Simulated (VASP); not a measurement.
# InGaAs2 (P-4m2) in VASP: further runs, part 3 of 3

VASP 6.6.1.

## (7) Single point, r2SCAN (biaxial strain in the a-b plane: +2.0 %)

Input file POSCAR:

```
InGaAs2
1.0
    4.2363478105      0.0000000000      0.0000000000
    0.0000000000      4.2363478105      0.0000000000
    0.0000000000      0.0000000000      5.8512349979
In Ga As
1 1 2
Direct
    0.0000000000      0.0000000000      0.5000000000
    0.5000000000      0.5000000000      0.0000000000
    0.5000000000      0.0000000000      0.7699481271
    0.0000000000      0.5000000000      0.2300518729
```

Input file INCAR.step1:

```
PREC     = Accurate       # precision mode
ENCUT    = 520            # plane-wave cutoff, eV
ISMEAR   = 0              # smearing method
SIGMA    = 0.01           # smearing width, eV
LREAL    = F              # projectors in reciprocal space
LASPH    = T              # aspherical terms in the spheres
NELM     = 80             # most SCF steps
NBANDS   = 26             # bands
GGA      = PE             # functional
ALGO     = Normal         # electronic algorithm
EDIFF    = 1E-4           # SCF threshold, eV
LWAVE    = T              # write WAVECAR
LCHARG   = F              # write CHGCAR
```

Input file INCAR.step2:

```
PREC     = Accurate       # precision mode
ENCUT    = 520            # plane-wave cutoff, eV
EDIFF    = 1E-7           # SCF threshold, eV
ISMEAR   = 0              # smearing method
SIGMA    = 0.01           # smearing width, eV
LREAL    = F              # projectors in reciprocal space
LASPH    = T              # aspherical terms in the spheres
NELM     = 80             # most SCF steps
ALGO     = Normal         # electronic algorithm
ISIF     = 2              # what is computed and relaxed
LWAVE    = F              # write WAVECAR
LCHARG   = F              # write CHGCAR
METAGGA  = R2SCAN         # meta-GGA
LMIXTAU  = T            
NBANDS   = 26             # bands
ISTART   = 1
```

Input file KPOINTS:

```
regular mesh
0
Gamma
  8 8 6
```

Potentials or basis: VASP PAW PBE potentials, release 64 (In_d, Ga_d, As).

Launch:

```
cat potpaw_PBE.64/In_d/POTCAR potpaw_PBE.64/Ga_d/POTCAR potpaw_PBE.64/As/POTCAR > POTCAR
cp INCAR.step1 INCAR
mpirun -np 1 vasp_std > vasp.out
cp INCAR.step2 INCAR
mpirun -np 1 vasp_std > vasp.out
```

OUTCAR:

```text
PREC = Accurate
   ENCUT = 520
   EDIFF = 1E-7
   ISMEAR = 0
   LREAL = F
   LASPH = T
   NELM = 80
   ISIF = 2
   METAGGA = R2SCAN
   ISTART = 1

 ion  position               nearest neighbor table
   1  0.000  0.000  0.500-   3 2.64   4 2.64   4 2.64   3 2.64
   2  0.500  0.500  0.000-   3 2.51   4 2.51   3 2.51   4 2.51
   3  0.500  0.000  0.770-   2 2.51   2 2.51   1 2.64   1 2.64
   4  0.000  0.500  0.230-   2 2.51   2 2.51   1 2.64   1 2.64

  LATTYP: Found a simple tetragonal cell.
 ALAT       =     4.2363478105
 C/A-ratio  =     1.3811979704

  Lattice vectors:

 A1 = (   4.2363478105,   0.0000000000,   0.0000000000)
 A2 = (   0.0000000000,   4.2363478105,   0.0000000000)
 A3 = (   0.0000000000,   0.0000000000,   5.8512349979)

Analysis of symmetry for initial positions (statically):
=====================================================================
 Subroutine PRICEL returns:
 Original cell was already a primitive cell.

 Routine SETGRP: Setting up the symmetry group for a
 simple tetragonal supercell.

 Subroutine GETGRP returns: Found  8 space group operations
 (whereof  8 operations were pure point group operations)
 out of a pool of 16 trial point group operations.

The static configuration has the point symmetry D_2d.

Analysis of symmetry for dynamics (positions and initial velocities):
=====================================================================
 Subroutine PRICEL returns:
 Original cell was already a primitive cell.

 Routine SETGRP: Setting up the symmetry group for a
 simple tetragonal supercell.

 Subroutine GETGRP returns: Found  8 space group operations
 (whereof  8 operations were pure point group operations)
 out of a pool of 16 trial point group operations.

The dynamic configuration has the point symmetry D_2d.

 Subroutine INISYM returns: Found  8 space group operations
 (whereof  8 operations are pure point group operations),
 and found     1 'primitive' translations

----------------------------------------------------------------------------------------

                                     Primitive cell

  volume of cell :     105.0100

  direct lattice vectors                    reciprocal lattice vectors
     4.236347810  0.000000000  0.000000000     0.236052384  0.000000000  0.000000000
     0.000000000  4.236347810  0.000000000     0.000000000  0.236052384  0.000000000
     0.000000000  0.000000000  5.851234998     0.000000000  0.000000000  0.170904091

  length of vectors
     4.236347810  4.236347810  5.851234998     0.236052384  0.236052384  0.170904091

  position of ions in fractional coordinates (direct lattice)
     0.000000000  0.000000000  0.500000000
     0.500000000  0.500000000  0.000000000
     0.500000000  0.000000000  0.769948127
     0.000000000  0.500000000  0.230051873

  ion indices of the primitive-cell ions
   primitive index   ion index
                 1           1
                 2           2
                 3           3
                 4           4

----------------------------------------------------------------------------------------

 KPOINTS: regular mesh

Automatic generation of k-mesh.
 Grid dimensions read from file:
 generate k-points for:    8    8    6

 Generating k-lattice:

  Cartesian coordinates                     Fractional coordinates (reciprocal lattice)
     0.029506548  0.000000000  0.000000000     0.125000000  0.000000000  0.000000000
     0.000000000  0.029506548  0.000000000     0.000000000  0.125000000  0.000000000
     0.000000000  0.000000000  0.028484015     0.000000000  0.000000000  0.166666667

  Length of vectors
     0.029506548  0.029506548  0.028484015

  Shift w.r.t. Gamma in fractional coordinates (k-lattice)
     0.000000000  0.000000000  0.000000000

 Subroutine IBZKPT returns following result:
 ===========================================

 Found     60 irreducible k-points:

 Following reciprocal coordinates:
            Coordinates               Weight
  0.000000  0.000000  0.000000      1.000000
  0.125000  0.000000  0.000000      4.000000
  0.250000  0.000000  0.000000      4.000000
  0.375000  0.000000  0.000000      4.000000
  0.500000  0.000000  0.000000      2.000000
  0.125000  0.125000  0.000000      4.000000
[... 16 lines left out ...]
  0.375000  0.125000  0.166667     16.000000
  0.500000  0.125000  0.166667      8.000000
 [... further k-points ...]
   k-points           NKPTS =     60   k-points in BZ     NKDIM =     60   number of bands    NBANDS=     26
   number of dos      NEDOS =    301   number of ions     NIONS =      4
   total plane-waves  NPLWV =  49152
   dimension x,y,z NGX =    32 NGY =   32 NGZ =   48
   dimension x,y,z NGXF=    64 NGYF=   64 NGZF=   96
   ions per type =               1   1   2
   NGX,Y,Z   is equivalent  to a cutoff of  12.56, 12.56, 13.64 a.u.
   NGXF,Y,Z  is equivalent  to a cutoff of  25.12, 25.12, 27.28 a.u.
 SYSTEM =  unknown system
   PREC   = accura    normal or accurate (medium, high low for compatibility)
   ISTART =      1    job   : 0-new  1-cont  2-samecut
   ICHARG =      0    charge: 1-file 2-atom 10-const
   ISPIN  =      1    spin polarized calculation?
   LNONCOLLINEAR =      F non collinear calculations
   LSORBIT =      F    spin-orbit coupling
   LASPH  =      T    aspherical Exc in radial PAW
   ENCUT  =  520.0 eV  38.22 Ry    6.18 a.u.   7.88  7.88 10.88*2*pi/ulx,y,z
   NELM   =     80;   NELMIN=  2; NELMDL=  0     # of ELM steps
   EDIFF  = 0.1E-06   stopping-criterion for ELM
   LREAL  =      F    real-space projection
   EDIFFG = 0.1E-05   stopping-criterion for IOM
   NSW    =      0    number of steps for IOM
   IBRION =     -1    ionic relax: 0-MD 1-quasi-New 2-CG
   NFREE  =      0    steps in history (QN), initial steepest desc. (CG)
   ISIF   =      2    stress and relaxation
   ISYM   =      2    0-nonsym 1-usesym 2-fastsym
   POTIM  = 0.5000    time-step for ionic-motion
   TEBEG  =    0.0;   TEEND  =   0.0 temperature during run
   PSTRESS=    0.0 pullay stress
   NELECT =      36.0000    total number of electrons
   NUPDOWN=      -1.0000    fix difference up-down
   EMIN   =  10.00;   EMAX   =-10.00  energy-range for DOS
   EFERMI =   0.00;   METHOD = LEGACY
   ISMEAR =     0;   SIGMA  =   0.01  broadening in eV -4-tet -1-fermi 0-gaus
   EFERMI_NEDOS =   21; number of points for ismear=-14 and -15
   IALGO  =     38    algorithm
   IMIX   =      4    mixing-type and parameters
     AMIX     =   0.40;   BMIX     =  1.00
     AMIX_MAG =   1.60;   BMIX_MAG =  1.00
  volume/ion in A,a.u.               =      26.25       177.16
  Fermi-wavevector in a.u.,A,eV,Ry     =   1.145773  2.165198 17.861684  1.312797
  Thomas-Fermi vector in A             =   2.282460
   LORBIT       =      0    0 simple, 1 ext, 2 COOP (PROOUT), +10 PAW based schemes
   METAGGA = R2SCAN    functional components
   LHFCALC =     F    Hartree Fock is set to
   AEXX    =    0.0000 exact exchange contribution
   IVDW    =     0    specifies the selected vdW correction
   LEPSILON=     F    determine dielectric tensor
   LRPA    =     F    only Hartree local field effects (RPA)
 non-spin polarized calculation
 Gauss-broadening in eV      SIGMA  =   0.01
  energy-cutoff  :      520.00
  volume of cell :      105.01
 maximum number of plane-waves:      2856
 NGX is ok and might be reduce to    32
   NGX = 15   NGY = 15   NGZ = 21

 number of electron      35.9999999 magnetization

 Free energy of the ion-electron system (eV)
  ---------------------------------------------------
  ext. energy  EPLUGINS =         0.00000000
  ---------------------------------------------------
  free energy    TOTEN  =       -64.99609463 eV

  energy without entropy =      -64.99609463  energy(sigma->0) =      -64.99609463

 E-fermi :   3.6488     XC(G=0):  -9.7300

 val. band max:        3.5833382823   @ k =   0.0000   0.0000   0.0000
 cond. band min:       3.7371673009   @ k =   0.0000   0.0000   0.0000
 fundamental gap:      0.1538290186
 Fermi energy:         3.6488186946

 k-point     1 :       0.0000    0.0000    0.0000
  band No.  band energies     occupation
      1     -11.6789      2.00000
      2     -11.6170      2.00000
      3     -11.6170      2.00000
      4     -11.5833      2.00000
      5     -11.5408      2.00000
      6     -11.2473      2.00000
[... 18 lines left out ...]
     25      11.4818      0.00000
     26      13.4717      0.00000
[... 644 lines left out ...]
      4     -11.5726      2.00000
      5     -11.5483      2.00000
      6     -11.2242      2.00000
[... 18 lines left out ...]
     25      10.3451      0.00000
     26      10.7779      0.00000

 [... further k-points ...]
[... 5 lines left out ...]
  --------------------------------------------------------------------------------------
  -------------------------------------------------------------------------------------
  Total       -1.4075706     -1.4075706     -0.4270768      0.0000000      0.0000000     -0.0000000
  in kB      -21.4758322    -21.4758322     -6.5160705      0.0000000      0.0000000     -0.0000000
  external PRESSURE =     -16.4892450 kB  Pullay stress =       0.0000000 kB

 VOLUME and BASIS-vectors are now :
 -----------------------------------------------------------------------------
  energy-cutoff  :      520.00
  volume of cell :      105.01
      direct lattice vectors                 reciprocal lattice vectors
     4.236347810  0.000000000  0.000000000     0.236052384  0.000000000  0.000000000
     0.000000000  4.236347810  0.000000000     0.000000000  0.236052384  0.000000000
     0.000000000  0.000000000  5.851234998     0.000000000  0.000000000  0.170904091

 POSITION                                       TOTAL-FORCE (eV/Angst)
 -----------------------------------------------------------------------------------
      0.00000      0.00000      2.92562        -0.000000      0.000000      0.000000
      2.11817      2.11817      0.00000         0.000000     -0.000000      0.000000
      2.11817      0.00000      4.50515         0.000000      0.000000     -0.023533
      0.00000      2.11817      1.34609         0.000000      0.000000      0.023533
 -----------------------------------------------------------------------------------
    total drift:                                0.000000     -0.000000     -0.000000

  FREE ENERGIE OF THE ION-ELECTRON SYSTEM (eV)
  ---------------------------------------------------
  free  energy   TOTEN  =       -64.9960946305 eV

  energy  without entropy=      -64.9960946305  energy(sigma->0) =      -64.99609463
```

Run time: 3.7 min. Hardware: 1 thread of Intel Xeon 6975P-C (Granite Rapids), shared host; peak memory 0.35 GiB.

Results:

```yaml
Free_energy: -64.9961 eV
Pressure: -1.6 GPa
Largest_force: 0.024 eV/Å
Band_gap_on_the_k_mesh: 0.15 eV, direct
```

Forces in eV/Å, atoms in the order of the input:
```
In   0.000  0.000  0.000
Ga   0.000  0.000  0.000
As   0.000  0.000 -0.024
As   0.000  0.000  0.024
```

Levels at points of the mesh, in eV from the valence-band top:
```csv
k point,band 15,band 16,band 17,band 18,band 19,band 20,band 21,band 22
"(0.00, 0.00, 0.00)",-2.57,-0.02,0.00,0.00,0.15,1.84,2.03,4.15
"(0.50, 0.00, 0.00)",-3.01,-2.73,-1.51,-0.90,2.23,3.36,5.25,5.47
"(0.50, 0.50, 0.00)",-2.50,-2.36,-2.36,-2.17,1.92,1.92,2.09,2.41
"(0.00, 0.00, 0.50)",-1.92,-1.92,-1.22,-1.22,2.04,2.26,3.24,3.62
"(0.50, 0.00, 0.50)",-1.46,-0.94,-0.90,-0.80,0.87,1.47,4.79,4.91
"(0.50, 0.50, 0.50)",-3.16,-3.06,-2.96,-2.96,4.71,4.76,4.94,4.94
```

Caveat: the cell differs from its parent crystal (biaxial strain in the a-b plane: +2.0 %); the PAW data sets were made with another functional, which shifts forces and pressure a little; spin-orbit coupling is left out, which moves the levels of the heavy elements.

## (8) Summary

| cell | smearing | gap on the mesh (eV) | pressure (GPa) | largest force (eV/Å) |
| --- | --- | --- | --- | --- |
| a = 4.153, b = 4.153, c = 5.922 Å, 4 atoms | gaussian 0.01 eV | 0.28 | 0.0 | - |
| a = 4.153, b = 4.153, c = 5.922 Å, 4 atoms | gaussian 0.03 eV | 0.28 | 0.0 | - |
| a = 4.195, b = 4.195, c = 5.887 Å, 4 atoms | gaussian 0.01 eV | 0.22 | -0.8 | 0.01 |
| a = 4.236, b = 4.236, c = 5.805 Å, 4 atoms | gaussian 0.01 eV | 0.19 | -1.2 | - |
| a = 4.236, b = 4.236, c = 5.851 Å, 4 atoms | gaussian 0.01 eV | 0.15 | -1.6 | 0.02 |

Alike in all rows: task single point; level r2SCAN; potentials or basis VASP PAW PBE potentials, release 64 (In_d, Ga_d, As); no spin polarisation; k mesh 8 × 8 × 6; cutoff (eV) 520.

Caveats: the PAW data sets were made with another functional, which shifts forces and pressure a little; spin-orbit coupling is left out, which moves the levels of the heavy elements.

Absolute energies hang on the potentials; compare differences alone.
